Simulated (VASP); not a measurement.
# Ag (I4/mmm) in VASP: further runs

Runs on Ag. Level: PBEsol. Tasks: single point.

Everything below comes from runs of VASP 6.6.1. Logs are shortened: lines on timing, memory, paths and dates and some standing lists are left out, and cuts for length are marked.

**1. The cell of the first run**

The structure is tetragonal, space group I4/mmm (No. 139). The conventional cell has a = 3.243 Å, b = 3.243 Å, c = 4.054 Å, α = 90.00°, β = 90.00°, γ = 90.00°. Ag (site symmetry 4/mmm) has 14 Ag at 3.06 to 4.05 Å within 4.1 Å.

**2. Single point, PBEsol (strain +0.1312 x Voigt [1, 1, 0, 0, 0, 0])**

INCAR

```
  PREC = Accurate
  ENCUT = 520
  EDIFF = 1E-6
  ISMEAR = 0
  SIGMA = 0.15
  LREAL = False
  LASPH = True
  NELM = 100
  ALGO = Fast
  ISIF = 2
  LWAVE = False
  LCHARG = False
  GGA = PS
  NBANDS = 12
```

KPOINTS

```
regular mesh
0
Gamma
  26 26 26
```

POSCAR

```
Ag
1.0
    0.0000000000      2.2931765974      2.0272070345
    2.2931765974      0.0000000000      2.0272070345
    2.2931765974      2.2931765974      0.0000000000
Ag
1
Direct
    0.0000000000      0.0000000000      0.0000000000
```

Potentials or basis: VASP PAW PBE potentials, release 64 (Ag).

On the command line:

```console
> cat potpaw_PBE.64/Ag/POTCAR > POTCAR
> mpirun -np 1 vasp_std > vasp.out
```

OUTCAR:

```text
PREC = Accurate
   ENCUT = 520
   EDIFF = 1E-6
   ISMEAR = 0
   LREAL = False
   LASPH = True
   NELM = 100
   ISIF = 2
   GGA = PS

 ion  position               nearest neighbor table
   1  0.000  0.000  0.000-

  LATTYP: Found a body centered tetragonal cell.
 ALAT       =     3.2430414450
 C/A-ratio  =     1.2501887928

  Lattice vectors:

 A1 = (   0.0000000000,  -2.2931765974,  -2.0272070345)
 A2 = (   0.0000000000,   2.2931765974,  -2.0272070345)
 A3 = (   2.2931765974,   0.0000000000,   2.0272070345)

Analysis of symmetry for initial positions (statically):
=====================================================================
 Subroutine PRICEL returns:
 Original cell was already a primitive cell.

 Routine SETGRP: Setting up the symmetry group for a
 body centered tetragonal supercell.

 Subroutine GETGRP returns: Found 16 space group operations
 (whereof 16 operations were pure point group operations)
 out of a pool of 16 trial point group operations.

The static configuration has the point symmetry D_4h.

Analysis of symmetry for dynamics (positions and initial velocities):
=====================================================================
 Subroutine PRICEL returns:
 Original cell was already a primitive cell.

 Routine SETGRP: Setting up the symmetry group for a
 body centered tetragonal supercell.

 Subroutine GETGRP returns: Found 16 space group operations
 (whereof 16 operations were pure point group operations)
 out of a pool of 16 trial point group operations.

The dynamic configuration has the point symmetry D_4h.

 Subroutine INISYM returns: Found 16 space group operations
 (whereof 16 operations are pure point group operations),
 and found     1 'primitive' translations

----------------------------------------------------------------------------------------

                                     Primitive cell

  volume of cell :      21.3208

  direct lattice vectors                    reciprocal lattice vectors
     0.000000000  2.293176597  2.027207034    -0.218038157  0.218038157  0.246644764
     2.293176597  0.000000000  2.027207034     0.218038157 -0.218038157  0.246644764
     2.293176597  2.293176597  0.000000000     0.218038157  0.218038157 -0.246644764

  length of vectors
     3.060755996  3.060755996  3.243041445     0.394860628  0.394860628  0.394860628

  position of ions in fractional coordinates (direct lattice)
[... 83 lines left out ...]
   ISIF   =      2    stress and relaxation
   ISYM   =      2    0-nonsym 1-usesym 2-fastsym
   POTIM  = 0.5000    time-step for ionic-motion
   TEBEG  =    0.0;   TEEND  =   0.0 temperature during run
   PSTRESS=    0.0 pullay stress
   NELECT =      11.0000    total number of electrons
   NUPDOWN=      -1.0000    fix difference up-down
   EMIN   =  10.00;   EMAX   =-10.00  energy-range for DOS
   EFERMI =   0.00;   METHOD = LEGACY
   ISMEAR =     0;   SIGMA  =   0.15  broadening in eV -4-tet -1-fermi 0-gaus
   EFERMI_NEDOS =   21; number of points for ismear=-14 and -15
   IALGO  =     68    algorithm
   IMIX   =      4    mixing-type and parameters
     AMIX     =   0.40;   BMIX     =  1.00
     AMIX_MAG =   1.60;   BMIX_MAG =  1.00
  volume/ion in A,a.u.               =      21.32       143.88
  Fermi-wavevector in a.u.,A,eV,Ry     =   1.313020  2.481248 23.456739  1.724022
  Thomas-Fermi vector in A             =   2.443372
   LORBIT       =      0    0 simple, 1 ext, 2 COOP (PROOUT), +10 PAW based schemes
   GGA     = PS    functional components
   LHFCALC =     F    Hartree Fock is set to
   AEXX    =    0.0000 exact exchange contribution
   IVDW    =     0    specifies the selected vdW correction
   LEPSILON=     F    determine dielectric tensor
   LRPA    =     F    only Hartree local field effects (RPA)
 non-spin polarized calculation
 RMM-DIIS sequential band-by-band and
 Gauss-broadening in eV      SIGMA  =   0.15
  energy-cutoff  :      520.00
  volume of cell :       21.32
 maximum number of plane-waves:       588
   NGX = 11   NGY = 11   NGZ = 13

 number of electron      11.0000003 magnetization

 Free energy of the ion-electron system (eV)
  ---------------------------------------------------
  ext. energy  EPLUGINS =         0.00000000
  ---------------------------------------------------
  free energy    TOTEN  =        -3.02694162 eV

  energy without entropy =       -3.02385503  energy(sigma->0) =       -3.02539832

 E-fermi :   5.5200     XC(G=0): -11.1278

 val. band max:        5.5055423552   @ k =   0.5000   0.0385   0.1538
 cond. band min:       5.5240620716   @ k =  -0.1923   0.3462   0.1923
 fundamental gap:      0.0185197165
 Fermi energy:         5.5200019656

 k-point     1 :       0.0000    0.0000    0.0000
  band No.  band energies     occupation
      1      -0.8292      2.00000
      2       1.2749      2.00000
      3       1.2749      2.00000
      4       1.7549      2.00000
      5       1.8275      2.00000
      6       2.3143      2.00000
      7      21.0426      0.00000
      8      22.9528      0.00000
      9      22.9528      0.00000
     10      23.6451      0.00000
     11      27.0579      0.00000
     12      27.4660      0.00000
[... 331 lines left out ...]
 k-point    24 :       0.3846    0.0385    0.0000
  band No.  band energies     occupation
      1       0.4060      2.00000
      2       1.2270      2.00000
      3       1.7126      2.00000
      4       2.2951      2.00000
      5       2.6057      2.00000
      6       3.7064      2.00000
      7      10.8508      0.00000
      8      19.6100      0.00000
      9      19.8964      0.00000
     10      23.9930      0.00000
     11      24.7768      0.00000
     12      25.5760      0.00000

 [... further k-points ...]

------------------------ aborting loop because EDIFF is reached ----------------------------------------

  FORCE on cell =-STRESS in cart. coord.  units (eV):
  Direction    XX          YY          ZZ          XY          YZ          ZX
  --------------------------------------------------------------------------------------
  -------------------------------------------------------------------------------------
  Total       -1.9314861     -1.9314861     -1.8053135      0.0000000     -0.0000000     -0.0000000
  in kB     -145.1439905   -145.1439905   -135.6625911      0.0000000     -0.0000000     -0.0000000
  external PRESSURE =    -141.9835240 kB  Pullay stress =       0.0000000 kB

 VOLUME and BASIS-vectors are now :
 -----------------------------------------------------------------------------
  energy-cutoff  :      520.00
  volume of cell :       21.32
      direct lattice vectors                 reciprocal lattice vectors
     0.000000000  2.293176597  2.027207034    -0.218038157  0.218038157  0.246644764
     2.293176597  0.000000000  2.027207034     0.218038157 -0.218038157  0.246644764
     2.293176597  2.293176597  0.000000000     0.218038157  0.218038157 -0.246644764

 POSITION                                       TOTAL-FORCE (eV/Angst)
 -----------------------------------------------------------------------------------
      0.00000      0.00000      0.00000         0.000000     -0.000000     -0.000000
 -----------------------------------------------------------------------------------
    total drift:                               -0.000000      0.000000      0.000000

  FREE ENERGIE OF THE ION-ELECTRON SYSTEM (eV)
  ---------------------------------------------------
  free  energy   TOTEN  =        -3.0269416237 eV

  energy  without entropy=       -3.0238550260  energy(sigma->0) =       -3.02539832
```

stdout:

```text
POSCAR found type information on POSCAR Ag
 POSCAR found :  1 types and       1 ions
 scaLAPACK will be used
 -----------------------------------------------------------------------------
|                                                                             |
|                                                                             |
|     You enforced a specific xc type in the INCAR file but a different       |
|     I HOPE YOU KNOW WHAT YOU ARE DOING!                                     |
|                                                                             |
 -----------------------------------------------------------------------------

 LDA part: xc-table for (Slater+PW92), standard interpolation
 POSCAR, INCAR and KPOINTS ok, starting setup
 FFT: planning ... GRIDC
 FFT: planning ... GRID_SOFT
 FFT: planning ... GRID
 WAVECAR not read
 entering main loop
```

Wall time 80 s (1 thread of Intel Xeon Platinum 8559C (Emerald Rapids), shared host); peak memory 0.41 GiB.

Results:

| Item | Value |
| --- | --- |
| Free energy | -3.0269 eV |
| Pressure | -14.2 GPa |
| Band gap on the k mesh | zero (an odd number of electrons rules out a gap without spin polarisation) |

Stress tensor (GPa, compression positive):
```
-14.51   0.00   0.00
  0.00 -14.51   0.00
  0.00   0.00 -13.57
```

Caveat: the cell differs from its parent crystal (strain +0.1312 x Voigt [1, 1, 0, 0, 0, 0]); the cell stands under tension; the PAW data sets were made with another functional, which shifts forces and pressure a little.

**3. Single point, PBEsol (strain +0.1500 x Voigt [1, 1, 0, 0, 0, 0])**

INCAR

```
SYSTEM = Ag
PREC     = Accurate       ! precision mode
ENCUT    = 520            ! plane-wave cutoff, eV
EDIFF    = 1E-6           ! SCF threshold, eV
ISMEAR   = 0              ! smearing method
SIGMA    = 0.15           ! smearing width, eV
LREAL    = .FALSE.        ! projectors in reciprocal space
LASPH    = .TRUE.         ! aspherical terms in the spheres
NELM     = 100            ! most SCF steps
ALGO     = Fast           ! electronic algorithm
ISIF     = 2              ! what is computed and relaxed
LWAVE    = .FALSE.        ! write WAVECAR
LCHARG   = .TRUE.         ! write CHGCAR
GGA      = PS             ! functional
LELF     = .TRUE.         ! ELF
LVHAR    = .TRUE.       
NBANDS   = 12             ! bands
```

KPOINTS

```
Automatic mesh
0
G
  26 26 26
  0 0 0
```

POSCAR

```
Ag
1.0
    0.0000000000      2.3312880897      2.0272070345
    2.3312880897      0.0000000000      2.0272070345
    2.3312880897      2.3312880897      0.0000000000
Ag
1
Direct
    0.0000000000      0.0000000000      0.0000000000
```

Potentials or basis: VASP PAW PBE potentials, release 64 (Ag).

On the command line:

```console
> cat potpaw_PBE.64/Ag/POTCAR > POTCAR
> mpirun -np 1 vasp_std > vasp.out
```

Run time: 1.9 min. Hardware: 1 thread of Intel Xeon Platinum 8559C (Emerald Rapids), shared host; peak memory 0.42 GiB.

The run converged. Its results:

* Free energy: -2.9614 eV
* Pressure: -14.6 GPa
* Band gap on the k mesh: zero (an odd number of electrons rules out a gap without spin polarisation)

Stress tensor (GPa, compression positive):
```
-14.90   0.00   0.00
  0.00 -14.90   0.00
  0.00   0.00 -14.05
```

Levels at points of the mesh, in eV from the Fermi level:
```tsv
k point	band 4	band 5	band 6	band 7	band 8	band 9
(0.00, 0.00, 0.00)	-3.68	-3.67	-3.17	15.45	17.16	17.16
(0.50, 0.00, 0.00)	-3.01	-2.74	0.20	2.42	13.52	13.80
(0.50, 0.50, 0.00)	-2.73	-2.73	3.21	6.94	7.93	7.93
(0.50, 0.00, 0.50)	-2.95	-2.61	1.15	4.01	10.14	10.28
```

Caveat: the cell differs from its parent crystal (strain +0.1500 x Voigt [1, 1, 0, 0, 0, 0]); the cell stands under tension; the PAW data sets were made with another functional, which shifts forces and pressure a little.
